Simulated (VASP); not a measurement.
# TiO2 (Fm-3m) in VASP: settings compared

The runs below take TiO2 through relaxation of cell and atoms, single point, with r2SCAN, PBE0.

Everything below comes from runs of VASP 6.6.1. Logs are shortened: lines on timing, memory, paths and dates and some standing lists are left out, and cuts for length are marked.

**1. The cell of the first run**

Symmetry: Fm-3m, No. 225, cubic system. The conventional cell has a = 4.830 Å, b = 4.830 Å, c = 4.830 Å, α = 90.00°, β = 90.00°, γ = 90.00°. Ti (site symmetry m-3m) has 8 O at 2.09 Å within 2.8 Å. O (site symmetry -43m) has 4 Ti at 2.09 Å and 6 O at 2.41 Å within 2.8 Å.

**2. Relaxation of cell and atoms, r2SCAN**

POSCAR

```
TiO2
1.0
    0.0000000000      2.4148975694      2.4148975694
    2.4148975694      0.0000000000      2.4148975694
    2.4148975694      2.4148975694      0.0000000000
Ti O
1 2
Direct
    0.0000000000      0.0000000000      0.0000000000
    0.7500000000      0.7500000000      0.7500000000
    0.2500000000      0.2500000000      0.2500000000
```

INCAR.step1

```
SYSTEM = TiO2
  ALGO = Normal
  EDIFF = 1E-4
  ENCUT = 600
  GGA = PE
  ISMEAR = -1
  LASPH = .TRUE.
  LCHARG = .FALSE.
  LREAL = .FALSE.
  LWAVE = .TRUE.
  NELM = 100
  PREC = Accurate
  SIGMA = 0.02
```

INCAR.step2

```
SYSTEM = TiO2
  ALGO = Normal
  EDIFF = 1E-6
  EDIFFG = -0.005
  ENCUT = 600
  IBRION = 2
  ISIF = 3
  ISMEAR = -1
  ISTART = 1
  LASPH = .TRUE.
  LCHARG = .FALSE.
  LMIXTAU = .TRUE.
  LREAL = .FALSE.
  LWAVE = .FALSE.
  METAGGA = R2SCAN
  NELM = 100
  NSW = 80
  PREC = Accurate
  SIGMA = 0.02
```

KPOINTS

```
k-points
0
G
  8 8 8
  0 0 0
```

Potentials or basis: VASP PAW PBE potentials, release 64 (Ti_sv, O).

Launch:

```bash
cat potpaw_PBE.64/Ti_sv/POTCAR potpaw_PBE.64/O/POTCAR > POTCAR
cp INCAR.step1 INCAR
mpirun -np 1 vasp_std > vasp.out
cp INCAR.step2 INCAR
mpirun -np 1 vasp_std > vasp.out
```

OUTCAR:

```text
SYSTEM = TiO2
   EDIFF = 1E-6
   EDIFFG = -0.005
   ENCUT = 600
   IBRION = 2
   ISIF = 3
   ISMEAR = -1
   ISTART = 1
   LASPH = .TRUE.
   LREAL = .FALSE.
   METAGGA = R2SCAN
   NELM = 100
   NSW = 80
   PREC = Accurate

 ion  position               nearest neighbor table
   1  0.000  0.000  0.000-   2 2.09   2 2.09   2 2.09   2 2.09   3 2.09   3 2.09   3 2.09   3 2.09

   2  0.750  0.750  0.750-   1 2.09   1 2.09   1 2.09   1 2.09
   3  0.250  0.250  0.250-   1 2.09   1 2.09   1 2.09   1 2.09

  LATTYP: Found a face centered cubic cell.
 ALAT       =     4.8297951388

  Lattice vectors:

 A1 = (   0.0000000000,   2.4148975694,   2.4148975694)
 A2 = (   2.4148975694,   0.0000000000,   2.4148975694)
 A3 = (   2.4148975694,   2.4148975694,   0.0000000000)

Analysis of symmetry for initial positions (statically):
=====================================================================
 Subroutine PRICEL returns:
 Original cell was already a primitive cell.

 Routine SETGRP: Setting up the symmetry group for a
 face centered cubic supercell.

 Subroutine GETGRP returns: Found 48 space group operations
 (whereof 48 operations were pure point group operations)
 out of a pool of 48 trial point group operations.

The static configuration has the point symmetry O_h .

Analysis of symmetry for dynamics (positions and initial velocities):
=====================================================================
 Subroutine PRICEL returns:
 Original cell was already a primitive cell.

 Routine SETGRP: Setting up the symmetry group for a
 face centered cubic supercell.

 Subroutine GETGRP returns: Found 48 space group operations
 (whereof 48 operations were pure point group operations)
 out of a pool of 48 trial point group operations.

The dynamic configuration has the point symmetry O_h .

 Subroutine INISYM returns: Found 48 space group operations
 (whereof 48 operations are pure point group operations),
 and found     1 'primitive' translations

----------------------------------------------------------------------------------------

                                     Primitive cell

  volume of cell :      28.1661

  direct lattice vectors                    reciprocal lattice vectors
     0.000000000  2.414897569  2.414897569    -0.207048119  0.207048119  0.207048119
[... 97 lines left out ...]
   TEBEG  =    0.0;   TEEND  =   0.0 temperature during run
   PSTRESS=    0.0 pullay stress
   NELECT =      24.0000    total number of electrons
   NUPDOWN=      -1.0000    fix difference up-down
   EMIN   =  10.00;   EMAX   =-10.00  energy-range for DOS
   EFERMI =   0.00;   METHOD = LEGACY
   ISMEAR =    -1;   SIGMA  =   0.02  broadening in eV -4-tet -1-fermi 0-gaus
   EFERMI_NEDOS =   21; number of points for ismear=-14 and -15
   IALGO  =     38    algorithm
   IMIX   =      4    mixing-type and parameters
     AMIX     =   0.40;   BMIX     =  1.00
     AMIX_MAG =   1.60;   BMIX_MAG =  1.00
  volume/ion in A,a.u.               =       9.39        63.36
  Fermi-wavevector in a.u.,A,eV,Ry     =   1.552041  2.932932 32.774140  2.408831
  Thomas-Fermi vector in A             =   2.656474
   LORBIT       =      0    0 simple, 1 ext, 2 COOP (PROOUT), +10 PAW based schemes
   METAGGA = R2SCAN    functional components
   LHFCALC =     F    Hartree Fock is set to
   AEXX    =    0.0000 exact exchange contribution
   IVDW    =     0    specifies the selected vdW correction
   LEPSILON=     F    determine dielectric tensor
   LRPA    =     F    only Hartree local field effects (RPA)
 conjugate gradient relaxation of ions
 non-spin polarized calculation
  energy-cutoff  :      600.00
  volume of cell :       28.17
 maximum number of plane-waves:       960
   NGX = 13   NGY = 13   NGZ = 13

--------------------------------------- Ionic step        1  -------------------------------------------

 number of electron      23.9999995 magnetization

 Free energy of the ion-electron system (eV)
  ---------------------------------------------------
  ext. energy  EPLUGINS =         0.00000000
  ---------------------------------------------------
  free energy    TOTEN  =       -34.10283829 eV

  energy without entropy =      -34.10283829  energy(sigma->0) =      -34.10283829

------------------------ aborting loop because EDIFF is reached ----------------------------------------

  FORCE on cell =-STRESS in cart. coord.  units (eV):
  Direction    XX          YY          ZZ          XY          YZ          ZX
  --------------------------------------------------------------------------------------
  -------------------------------------------------------------------------------------
  Total       -0.8346377     -0.8346377     -0.8346377      0.0000000      0.0000000     -0.0000000
  in kB      -47.4769086    -47.4769086    -47.4769086      0.0000000      0.0000000     -0.0000000
  external PRESSURE =     -47.4769086 kB  Pullay stress =       0.0000000 kB
[... 61 lines left out ...]
--------------------------------------- Ionic step        3  -------------------------------------------

 number of electron      23.9999996 magnetization

 Free energy of the ion-electron system (eV)
  ---------------------------------------------------
  ext. energy  EPLUGINS =         0.00000000
  ---------------------------------------------------
  free energy    TOTEN  =       -34.11046804 eV

  energy without entropy =      -34.11046804  energy(sigma->0) =      -34.11046804

 E-fermi :   7.6180     XC(G=0): -13.0305

 val. band max:        7.0628073059   @ k =   0.5000   0.5000   0.0000
 cond. band min:       8.6034569868   @ k =   0.0000   0.0000   0.0000
 fundamental gap:      1.5406496809
 Fermi energy:         7.6179626350

 k-point     1 :       0.0000    0.0000    0.0000
  band No.  band energies     occupation
      1     -52.9494      2.00000
      2     -27.9830      2.00000
      3     -27.9829      2.00000
      4     -27.9829      2.00000
      5     -13.6634      2.00000
      6      -9.8756      2.00000
[... 433 lines left out ...]
      3     -28.0857      2.00000
      4     -28.0298      2.00000
      5     -11.8453      2.00000
      6     -11.4832      2.00000
[... 8 lines left out ...]
     15      10.3901      0.00000
     16      11.5904      0.00000

 [... further k-points ...]

------------------------ aborting loop because EDIFF is reached ----------------------------------------

  FORCE on cell =-STRESS in cart. coord.  units (eV):
  Direction    XX          YY          ZZ          XY          YZ          ZX
  --------------------------------------------------------------------------------------
  -------------------------------------------------------------------------------------
  Total        0.0005994      0.0005994      0.0005994      0.0000000     -0.0000000      0.0000000
  in kB        0.0347140      0.0347140      0.0347140      0.0000000     -0.0000000      0.0000000
  external PRESSURE =       0.0347140 kB  Pullay stress =       0.0000000 kB
[... 18 lines left out ...]
  FREE ENERGIE OF THE ION-ELECTRON SYSTEM (eV)
  ---------------------------------------------------
  free  energy   TOTEN  =       -34.1104680396 eV

  energy  without entropy=      -34.1104680396  energy(sigma->0) =      -34.11046804

 reached required accuracy - stopping structural energy minimisation
```

OUTCAR.step1:

```text
SYSTEM = TiO2
   EDIFF = 1E-4
   ENCUT = 600
   GGA = PE
   ISMEAR = -1
   LASPH = .TRUE.
   LREAL = .FALSE.
   NELM = 100
[... 678 lines left out ...]
      0.00000      0.00000      0.00000        -0.000000     -0.000000     -0.000000
      3.62235      3.62235      3.62235        -0.000000     -0.000000      0.000000
      1.20745      1.20745      1.20745         0.000000      0.000000     -0.000000
 -----------------------------------------------------------------------------------
    total drift:                                0.000000     -0.000000      0.000000

  FREE ENERGIE OF THE ION-ELECTRON SYSTEM (eV)
  ---------------------------------------------------
  free  energy   TOTEN  =       -26.0372444124 eV

  energy  without entropy=      -26.0372444124  energy(sigma->0) =      -26.03724441
```

OSZICAR.step1:

```text
N       E                     dE             d eps       ncg     rms          rms(c)
DAV:   1     0.270912385264E+03    0.27091E+03   -0.14532E+04   928   0.199E+03
DAV:   2    -0.169137990403E+02   -0.28783E+03   -0.28183E+03  1208   0.500E+02
DAV:   3    -0.350059395710E+02   -0.18092E+02   -0.17823E+02  1032   0.131E+02
DAV:   4    -0.357431171219E+02   -0.73718E+00   -0.73700E+00  1520   0.235E+01
DAV:   5    -0.357514223141E+02   -0.83052E-02   -0.83052E-02  1016   0.222E+00    0.206E+01
DAV:   6    -0.266960375639E+02    0.90554E+01   -0.72233E+01  1224   0.892E+01    0.978E+00
DAV:   7    -0.263110281062E+02    0.38501E+00   -0.16276E+01  1168   0.349E+01    0.567E+00
DAV:   8    -0.260744030129E+02    0.23663E+00   -0.78535E-01  1136   0.903E+00    0.320E+00
DAV:   9    -0.261650380020E+02   -0.90635E-01   -0.21457E+00  1224   0.125E+01    0.320E+00
DAV:  10    -0.260508099452E+02    0.11423E+00   -0.56157E-01  1208   0.662E+00    0.111E+00
DAV:  11    -0.260381582919E+02    0.12652E-01   -0.13803E-01  1192   0.357E+00    0.303E-01
DAV:  12    -0.260373231944E+02    0.83510E-03   -0.69664E-03  1112   0.943E-01    0.144E-01
DAV:  13    -0.260372444124E+02    0.78782E-04   -0.56748E-04  1024   0.205E-01
   1 F= -.26037244E+02 E0= -.26037244E+02  d E =-.195010E-13
```

Wall time 87 s (1 thread of Intel Xeon 6975P-C (Granite Rapids), shared host); peak memory 0.18 GiB.

Results:

* Free energy: -34.1105 eV
* Relaxed volume: 9.22 Å³/atom
* Relaxed cell: a = 3.395 Å, b = 3.395 Å, c = 3.395 Å, α = 60.00°, β = 60.00°, γ = 60.00°
* Space group after relaxing (to 0.1 Å): Fm-3m (No. 225)
* Energy gained by relaxing: 2.5 meV/atom
* Ionic steps: 3
* Pressure after relaxing: 0.0 GPa
* Band gap on the k mesh: 1.54 eV (least direct gap 2.23 eV)

Step by step:
| step | energy change (eV) | largest force (eV/Å) | pressure (GPa) | volume (Å³) |
| --- | --- | --- | --- | --- |
| 1 | 0.0000 | 0.0000 | -4.75 | 28.17 |
| 2 | 0.0046 | 0.0000 | 6.50 | 27.05 |
| 3 | -0.0076 | 0.0000 | 0.00 | 27.66 |

Final structure:
```cif
data_structure
_symmetry_space_group_name_H-M 'P 1'
_symmetry_Int_Tables_number 1
_cell_length_a 3.3948
_cell_length_b 3.3948
_cell_length_c 3.3948
_cell_angle_alpha 60.000
_cell_angle_beta 60.000
_cell_angle_gamma 60.000
_cell_volume 27.66
loop_
_atom_site_label
_atom_site_type_symbol
_atom_site_fract_x
_atom_site_fract_y
_atom_site_fract_z
_atom_site_occupancy
Ti1 Ti 0.00000 0.00000 0.00000 1
O1 O 0.75000 0.75000 0.75000 1
O2 O 0.25000 0.25000 0.25000 1
```

Levels at points of the mesh, in eV from the valence-band top:
| k point | band 8 | band 9 | band 10 | band 11 | band 12 | band 13 | band 14 | band 15 | band 16 |
| --- | --- | --- | --- | --- | --- | --- | --- | --- | --- |
| (0.00, 0.00, 0.00) | -6.15 | -6.15 | -0.91 | -0.91 | -0.91 | 1.54 | 1.54 | 5.69 | 5.69 |
| (0.50, 0.00, 0.00) | -5.02 | -3.47 | -3.34 | -2.61 | -2.61 | 1.85 | 1.85 | 3.13 | 5.29 |
| (0.50, 0.50, 0.00) | -4.75 | -4.75 | -2.14 | -2.14 | 0.00 | 2.23 | 2.24 | 3.17 | 4.46 |

Caveat: the PAW data sets were made with another functional, which shifts forces and pressure a little. A k mesh can miss the band edges.

(Continued in part 2 of 2.)
